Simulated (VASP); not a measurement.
# Sr in VASP: notebook

Sr is run at these levels: PBE; tasks: single point.

Everything below comes from runs of VASP 6.6.1. Logs are shortened: lines on timing, memory, paths and dates and some standing lists are left out, and cuts for length are marked.

### Step 1. The cell of the first run

The cell holds a wire or tube with vacuum around it, 2 atoms: a = 12.500 Å, b = 9.300 Å, c = 4.065 Å, α = 90.00°, β = 90.00°, γ = 90.00°.

### Step 2. Single point, PBE, collinear spin

Contents of INCAR:

```
PREC = Accurate
ENCUT = 520
EDIFF = 1E-7
ISMEAR = 0
SIGMA = 0.05
LREAL = False
LASPH = True
NELM = 150
ALGO = Normal
ISIF = 2
LWAVE = False
LCHARG = True
ISPIN = 2
MAGMOM = 0.5 0.5
LORBIT = 11
GGA = PE
LELF = True
LVHAR = True
NBANDS = 21
```

Contents of KPOINTS:

```
regular mesh
0
Gamma
  1 1 16
```

Contents of POSCAR:

```
Sr
1.0
   12.5000000000      0.0000000000      0.0000000000
    0.0000000000      9.3000000000      0.0000000000
    0.0000000000      0.0000000000      4.0647755710
Sr
2
Direct
    0.3619510183      0.5000000000      0.0000000000
    0.6380489817      0.5000000000      0.5000000000
```

Potentials or basis: VASP PAW PBE potentials, release 64 (Sr_sv).

On the command line:

```console
> cat potpaw_PBE.64/Sr_sv/POTCAR > POTCAR
> mpirun -np 1 vasp_std > vasp.out
```

OUTCAR:

```text
PREC = Accurate
   ENCUT = 520
   EDIFF = 1E-7
   ISMEAR = 0
   LREAL = False
   LASPH = True
   NELM = 150
   ISIF = 2
   ISPIN = 2
   LORBIT = 11
   GGA = PE

 ion  position               nearest neighbor table
   1  0.362  0.500  0.000-   2 4.01   2 4.01
   2  0.638  0.500  0.500-   1 4.01   1 4.01

  LATTYP: Found a simple orthorhombic cell.
 ALAT       =     4.0647755710
 B/A-ratio  =     2.2879491961
 C/A-ratio  =     3.0752005324

  Lattice vectors:

 A1 = (   0.0000000000,   0.0000000000,  -4.0647755710)
 A2 = (   0.0000000000,   9.3000000000,   0.0000000000)
 A3 = (  12.5000000000,   0.0000000000,   0.0000000000)

Analysis of symmetry for initial positions (statically):
=====================================================================
 Subroutine PRICEL returns:
 Original cell was already a primitive cell.

 Routine SETGRP: Setting up the symmetry group for a
 simple orthorhombic supercell.

 Subroutine GETGRP returns: Found  8 space group operations
 (whereof  4 operations were pure point group operations)
 out of a pool of  8 trial point group operations.

The static configuration has the point symmetry C_2v.
 The point group associated with its full space group is D_2h.

Analysis of symmetry for dynamics (positions and initial velocities):
=====================================================================
 Subroutine PRICEL returns:
 Original cell was already a primitive cell.

 Routine SETGRP: Setting up the symmetry group for a
 simple orthorhombic supercell.

 Subroutine GETGRP returns: Found  8 space group operations
 (whereof  4 operations were pure point group operations)
 out of a pool of  8 trial point group operations.

The dynamic configuration has the point symmetry C_2v.
 The point group associated with its full space group is D_2h.

Analysis of structural, dynamic, and magnetic symmetry:
=====================================================================
 Subroutine PRICEL returns:
 Original cell was already a primitive cell.

 Routine SETGRP: Setting up the symmetry group for a
 simple orthorhombic supercell.

 Subroutine GETGRP returns: Found  8 space group operations
 (whereof  4 operations were pure point group operations)
 out of a pool of  8 trial point group operations.

The overall configuration has the point symmetry C_2v.
 The point group associated with its full space group is D_2h.

 Subroutine INISYM returns: Found  8 space group operations
[... 101 lines left out ...]
     AMIX_MAG =   1.60;   BMIX_MAG =  1.00
  volume/ion in A,a.u.               =     236.27      1594.40
  Fermi-wavevector in a.u.,A,eV,Ry     =   0.570525  1.078137  4.428686  0.325499
  Thomas-Fermi vector in A             =   1.610614
   LORBIT       =     11    0 simple, 1 ext, 2 COOP (PROOUT), +10 PAW based schemes
   GGA     = PE    functional components
   LHFCALC =     F    Hartree Fock is set to
   AEXX    =    0.0000 exact exchange contribution
   IVDW    =     0    specifies the selected vdW correction
   LEPSILON=     F    determine dielectric tensor
   LRPA    =     F    only Hartree local field effects (RPA)
 spin polarized calculation
 Gauss-broadening in eV      SIGMA  =   0.05
  energy-cutoff  :      520.00
  volume of cell :      472.53
 maximum number of plane-waves:     12753
 NGX is ok and might be reduce to    96
   NGX = 47   NGY = 35   NGZ = 15

 number of electron      20.0000000 magnetization       0.3969212

 Free energy of the ion-electron system (eV)
  ---------------------------------------------------
  ext. energy  EPLUGINS =         0.00000000
  ---------------------------------------------------
  free energy    TOTEN  =        -1.18680435 eV

  energy without entropy =       -1.18005772  energy(sigma->0) =       -1.18343103

 E-fermi :  -1.2173     XC(G=0):  -3.0652

 val. band max:       -1.2500143960   @ k =   0.0000   0.0000   0.0625
 cond. band min:      -1.2115080189   @ k =   0.0000   0.0000   0.1250
 fundamental gap:      0.0385063771
 Fermi energy:        -1.2172580297

 spin component 1

 k-point     1 :       0.0000    0.0000    0.0000
  band No.  band energies     occupation
      1     -38.7192      1.00000
      2     -38.7089      1.00000
      3     -20.7941      1.00000
      4     -20.7754      1.00000
      5     -20.7394      1.00000
      6     -20.6086      1.00000
[... 205 lines left out ...]
     20       1.0040      0.00000
     21       1.9709      0.00000
 Fermi energy:        -1.2172580297

 spin component 2

 k-point     1 :       0.0000    0.0000    0.0000
  band No.  band energies     occupation
      1     -38.6980      1.00000
      2     -38.6878      1.00000
      3     -20.7676      1.00000
      4     -20.7496      1.00000
      5     -20.7024      1.00000
      6     -20.5742      1.00000
[... 205 lines left out ...]
     20       1.1046      0.00000
     21       2.1715      0.00000

------------------------ aborting loop because EDIFF is reached ----------------------------------------

  FORCE on cell =-STRESS in cart. coord.  units (eV):
  Direction    XX          YY          ZZ          XY          YZ          ZX
  --------------------------------------------------------------------------------------
  -------------------------------------------------------------------------------------
  Total        0.6667852     -0.2171922      1.3660112      0.0000000      0.0000000      0.0000000
  in kB        2.2608252     -0.7364196      4.6316454      0.0000000      0.0000000      0.0000000
  external PRESSURE =       2.0520170 kB  Pullay stress =       0.0000000 kB

 VOLUME and BASIS-vectors are now :
 -----------------------------------------------------------------------------
  energy-cutoff  :      520.00
  volume of cell :      472.53
      direct lattice vectors                 reciprocal lattice vectors
    12.500000000  0.000000000  0.000000000     0.080000000  0.000000000  0.000000000
     0.000000000  9.300000000  0.000000000     0.000000000  0.107526882  0.000000000
     0.000000000  0.000000000  4.064775571     0.000000000  0.000000000  0.246016043

 POSITION                                       TOTAL-FORCE (eV/Angst)
 -----------------------------------------------------------------------------------
      4.52439      4.65000      0.00000        -0.112413      0.000000      0.000000
      7.97561      4.65000      2.03239         0.112413      0.000000      0.000000
 -----------------------------------------------------------------------------------
    total drift:                                0.000000     -0.000000      0.000000

  FREE ENERGIE OF THE ION-ELECTRON SYSTEM (eV)
  ---------------------------------------------------
  free  energy   TOTEN  =        -1.1868043450 eV

  energy  without entropy=       -1.1800577241  energy(sigma->0) =       -1.18343103

 total charge

# of ion       s       p       d       tot
------------------------------------------
    1        2.095   5.680   0.098   7.873
    2        2.095   5.680   0.098   7.873
--------------------------------------------------
tot          4.190  11.361   0.196  15.747

 magnetization (x)

# of ion       s       p       d       tot
------------------------------------------
    1        0.003   0.005   0.023   0.030
    2        0.003   0.005   0.023   0.030
--------------------------------------------------
tot          0.006   0.009   0.046   0.061
```

stdout:

```text
POSCAR found type information on POSCAR Sr
 POSCAR found :  1 types and       2 ions
 scaLAPACK will be used
 LDA part: xc-table for (Slater+PW92), standard interpolation
 POSCAR, INCAR and KPOINTS ok, starting setup
 FFT: planning ... GRIDC
 FFT: planning ... GRID_SOFT
 FFT: planning ... GRID
 WAVECAR not read
 entering main loop
```

Wall time 7.7 min (1 thread of Intel Xeon 8259CL, shared host); peak memory 0.69 GiB.

Results:

| Quantity | Value |
| --- | --- |
| Free energy | -1.1868 eV |
| Largest force | 0.112 eV/Å |
| Net moment | 0.40 μB per cell |
| Site moments | Sr +0.03 μB |
| Valence electrons inside the program's atomic spheres | Sr 7.87 |

Forces in eV/Å, atoms in the order of the input:
```
Sr  -0.112  0.000  0.000
Sr   0.112  0.000  0.000
```

Caveat: a moment this small can come from the mesh or the smearing.

### Step 3. Single point, PBE, collinear spin

This run uses another cell than the first one.

Contents of INCAR:

```
SYSTEM = Sr
PREC     = Accurate       ! precision mode
ENCUT    = 520            ! plane-wave cutoff, eV
EDIFF    = 1E-6           ! SCF threshold, eV
ISMEAR   = 0              ! smearing method
SIGMA    = 0.05           ! smearing width, eV
LREAL    = .FALSE.        ! projectors in reciprocal space
LASPH    = .TRUE.         ! aspherical terms in the spheres
NELM     = 150            ! most SCF steps
ALGO     = Normal         ! electronic algorithm
ISIF     = 2              ! what is computed and relaxed
LWAVE    = .FALSE.        ! write WAVECAR
LCHARG   = .TRUE.         ! write CHGCAR
ISPIN    = 2              ! spin polarisation
MAGMOM   = 0.5 0.5        ! initial moments
LORBIT   = 11             ! projections on sites
GGA      = PE             ! functional
LELF     = .TRUE.         ! ELF
LVHAR    = .TRUE.       
NBANDS   = 21             ! bands
```

Contents of KPOINTS:

```
Automatic mesh
0
G
  1 1 16
  0 0 0
```

Contents of POSCAR:

```
Sr
1.0
   12.5000000000      0.0000000000      0.0000000000
    0.0000000000      9.3000000000      0.0000000000
    0.0000000000      0.0000000000      4.3495169275
Sr
2
Direct
    0.3579164771      0.5000000000      0.0000000000
    0.6420835229      0.5000000000      0.5000000000
```

Potentials or basis: VASP PAW PBE potentials, release 64 (Sr_sv).

On the command line:

```console
> cat potpaw_PBE.64/Sr_sv/POTCAR > POTCAR
> mpirun -np 1 vasp_std > vasp.out
```

OUTCAR:

```text
SYSTEM = Sr
   PREC = Accurate
   ENCUT = 520
   EDIFF = 1E-6
   ISMEAR = 0
   LREAL = .FALSE.
   LASPH = .TRUE.
   NELM = 150
   ISIF = 2
   ISPIN = 2
   LORBIT = 11
   GGA = PE

 ion  position               nearest neighbor table
   1  0.358  0.500  0.000-   2 4.16   2 4.16
   2  0.642  0.500  0.500-   1 4.16   1 4.16

  LATTYP: Found a simple orthorhombic cell.
 ALAT       =     4.3495169275
 B/A-ratio  =     2.1381684806
 C/A-ratio  =     2.8738823663

  Lattice vectors:

 A1 = (   0.0000000000,   0.0000000000,  -4.3495169275)
 A2 = (   0.0000000000,   9.3000000000,   0.0000000000)
 A3 = (  12.5000000000,   0.0000000000,   0.0000000000)

Analysis of symmetry for initial positions (statically):
=====================================================================
 Subroutine PRICEL returns:
 Original cell was already a primitive cell.

 Routine SETGRP: Setting up the symmetry group for a
 simple orthorhombic supercell.

 Subroutine GETGRP returns: Found  8 space group operations
 (whereof  4 operations were pure point group operations)
 out of a pool of  8 trial point group operations.

The static configuration has the point symmetry C_2v.
 The point group associated with its full space group is D_2h.

Analysis of symmetry for dynamics (positions and initial velocities):
=====================================================================
 Subroutine PRICEL returns:
 Original cell was already a primitive cell.

 Routine SETGRP: Setting up the symmetry group for a
 simple orthorhombic supercell.

 Subroutine GETGRP returns: Found  8 space group operations
 (whereof  4 operations were pure point group operations)
 out of a pool of  8 trial point group operations.

The dynamic configuration has the point symmetry C_2v.
 The point group associated with its full space group is D_2h.

Analysis of structural, dynamic, and magnetic symmetry:
=====================================================================
[... 140 lines left out ...]
  ext. energy  EPLUGINS =         0.00000000
  ---------------------------------------------------
  free energy    TOTEN  =        -1.24697396 eV

  energy without entropy =       -1.24677916  energy(sigma->0) =       -1.24687656

 E-fermi :  -1.1809     XC(G=0):  -3.0166

 val. band max:       -1.2758289627   @ k =   0.0000   0.0000   0.3750
 cond. band min:      -1.0868690375   @ k =   0.0000   0.0000   0.0000
 fundamental gap:      0.1889599253
 Fermi energy:        -1.1808651437

 spin component 1

 k-point     1 :       0.0000    0.0000    0.0000
  band No.  band energies     occupation
      1     -38.9222      1.00000
      2     -38.9162      1.00000
      3     -20.9900      1.00000
      4     -20.9782      1.00000
      5     -20.8966      1.00000
      6     -20.8115      1.00000
[... 205 lines left out ...]
     20       0.7910      0.00000
     21       1.6950      0.00000
 Fermi energy:        -1.1808651437

 spin component 2

 k-point     1 :       0.0000    0.0000    0.0000
  band No.  band energies     occupation
      1     -38.9222      1.00000
      2     -38.9162      1.00000
      3     -20.9900      1.00000
      4     -20.9782      1.00000
      5     -20.8966      1.00000
      6     -20.8115      1.00000
[... 205 lines left out ...]
     20       0.7910      0.00000
     21       1.6952      0.00000

------------------------ aborting loop because EDIFF is reached ----------------------------------------

  FORCE on cell =-STRESS in cart. coord.  units (eV):
  Direction    XX          YY          ZZ          XY          YZ          ZX
  --------------------------------------------------------------------------------------
  -------------------------------------------------------------------------------------
  Total        0.3377274     -0.4322661     -0.0024022      0.0000000      0.0000000      0.0000000
  in kB        1.0701458     -1.3697072     -0.0076119      0.0000000      0.0000000      0.0000000
  external PRESSURE =      -0.1023911 kB  Pullay stress =       0.0000000 kB

 VOLUME and BASIS-vectors are now :
 -----------------------------------------------------------------------------
  energy-cutoff  :      520.00
  volume of cell :      505.63
      direct lattice vectors                 reciprocal lattice vectors
    12.500000000  0.000000000  0.000000000     0.080000000  0.000000000  0.000000000
     0.000000000  9.300000000  0.000000000     0.000000000  0.107526882  0.000000000
     0.000000000  0.000000000  4.349516927     0.000000000  0.000000000  0.229910589

 POSITION                                       TOTAL-FORCE (eV/Angst)
 -----------------------------------------------------------------------------------
      4.47396      4.65000      0.00000         0.000156      0.000000      0.000000
      8.02604      4.65000      2.17476        -0.000156      0.000000      0.000000
 -----------------------------------------------------------------------------------
    total drift:                               -0.000000      0.000000      0.000000

  FREE ENERGIE OF THE ION-ELECTRON SYSTEM (eV)
  ---------------------------------------------------
  free  energy   TOTEN  =        -1.2469739631 eV

  energy  without entropy=       -1.2467791574  energy(sigma->0) =       -1.24687656

 total charge

# of ion       s       p       d       tot
------------------------------------------
    1        2.098   5.672   0.079   7.849
    2        2.098   5.672   0.079   7.849
--------------------------------------------------
tot          4.196  11.344   0.157  15.697

 magnetization (x)

# of ion       s       p       d       tot
------------------------------------------
    1        0.000  -0.000  -0.000  -0.000
    2        0.000  -0.000  -0.000  -0.000
--------------------------------------------------
tot          0.000  -0.000  -0.000  -0.000
```

OSZICAR:

```text
N       E                     dE             d eps       ncg     rms          rms(c)
DAV:   1     0.855993824902E+02    0.85599E+02   -0.79326E+03  1012   0.612E+02
[... 13 lines left out ...]
DAV:  15    -0.124678292000E+01   -0.27720E-03   -0.13586E-04   875   0.362E-02    0.134E-02
DAV:  16    -0.124689081389E+01   -0.10789E-03   -0.59354E-05   748   0.275E-02    0.875E-03
DAV:  17    -0.124695576370E+01   -0.64950E-04   -0.82147E-05   761   0.276E-02    0.499E-03
DAV:  18    -0.124696623878E+01   -0.10475E-04   -0.11137E-05   829   0.107E-02    0.296E-03
DAV:  19    -0.124697177708E+01   -0.55383E-05   -0.35618E-06   683   0.716E-03    0.245E-03
DAV:  20    -0.124697369413E+01   -0.19170E-05   -0.25462E-06   702   0.612E-03    0.196E-03
DAV:  21    -0.124697396313E+01   -0.26900E-06   -0.11135E-06   692   0.495E-03
   1 F= -.12469740E+01 E0= -.12468766E+01  d E =-.194806E-03  mag=    -0.0000
```

It took 8.3 min on 1 thread of Intel Xeon 8259CL, shared host; peak memory 0.71 GiB.

What came out:

```
Free energy                                           : -1.2470 eV
Net moment                                            : 0.00 μB per cell
Valence electrons inside the program's atomic spheres : Sr 7.85
```

Levels at points of the mesh, in eV from the Fermi level:
Spin up:
```
           k point  band 6  band 7  band 8  band 9  band 10  band 11  band 12  band 13  band 14  band 15
(0.00, 0.00, 0.00)  -19.63  -19.57  -19.55   -2.56    -1.34     0.09     0.32     0.61     0.67     0.99
(0.00, 0.00, 0.50)  -19.69  -19.62  -19.62   -0.54    -0.54     0.50     0.50     0.57     0.57     1.12
```
Spin down:
| k point | band 7 | band 8 | band 9 | band 10 | band 11 | band 12 | band 13 | band 14 |
| --- | --- | --- | --- | --- | --- | --- | --- | --- |
| (0.00, 0.00, 0.00) | -19.57 | -19.55 | -2.56 | -1.34 | 0.09 | 0.32 | 0.61 | 0.67 |
| (0.00, 0.00, 0.50) | -19.62 | -19.62 | -0.54 | -0.54 | 0.50 | 0.50 | 0.57 | 0.57 |
